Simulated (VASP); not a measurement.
Set up this calculation in VASP 6.6.1, as the native input.

| Item | Value |
| --- | --- |
| Task | single point |
| Functional | revPBE |
| Potentials or basis | VASP PAW PBE potentials, release 64 (Hf_pv, O) |
| Cutoff | 520 eV |
| k mesh | 5 × 6 × 5 |
| Occupations | fermi-dirac, width 0.05 eV |
| Spin | no spin polarisation |
| Dipole correction | no |
| Further INCAR settings | ALGO = Normal; EDIFF = 1e-06; NBANDS = 56 |

The structure of HfO2 lies in POSCAR:

```
HfO2
1.0
    5.2881483861      0.0000000000      0.0000000000
    0.0000000000      5.0706233964      0.0000000000
    0.0000000000      0.0000000000      5.0989121849
Hf O
4 8
Direct
    0.9669940000      0.7325208200      0.7414403500
    0.5330060000      0.7325208200      0.2414403500
    0.4669940000      0.2674791800      0.7414403500
    0.0330060000      0.2674791800      0.2414403500
    0.6321274500      0.9286454000      0.8792672600
    0.8678725500      0.9286454000      0.3792672600
    0.2339485200      0.5398830500      0.4922923900
    0.2660514800      0.5398830500      0.9922923900
    0.7660514800      0.4601169500      0.9922923900
    0.7339485200      0.4601169500      0.4922923900
    0.1321274500      0.0713546000      0.8792672600
    0.3678725500      0.0713546000      0.3792672600
```

These files were run (other wordings do the same):

INCAR

```
SYSTEM = HfO2
ALGO = Normal
EDIFF = 1E-6
ENCUT = 520
GGA = RE
ISIF = 2
ISMEAR = -1
LASPH = .TRUE.
LCHARG = .FALSE.
LREAL = .FALSE.
LWAVE = .FALSE.
NBANDS = 56
NELM = 100
PREC = Accurate
SIGMA = 0.05
```

KPOINTS

```
k-points
0
G
  5 6 5
  0 0 0
```

Potentials or basis: VASP PAW PBE potentials, release 64 (Hf_pv, O).

The run is started by

```console
$ cat potpaw_PBE.64/Hf_pv/POTCAR potpaw_PBE.64/O/POTCAR > POTCAR
$ mpirun -np 1 vasp_std > vasp.out
```

Results of the run:

```
Pressure               : -0.1 GPa
Largest force          : 0.109 eV/Å
Band gap on the k mesh : 4.36 eV (least direct gap 4.56 eV)
```

Caveat: the PAW data sets were made with another functional, which shifts forces and pressure a little; spin-orbit coupling is left out, which moves the levels of the heavy elements.

Wall time 2.9 min on 1 thread of Intel(R) Xeon(R) Platinum 8488C (Sapphire Rapids), with other jobs on the host, peak memory 0.36 GiB.
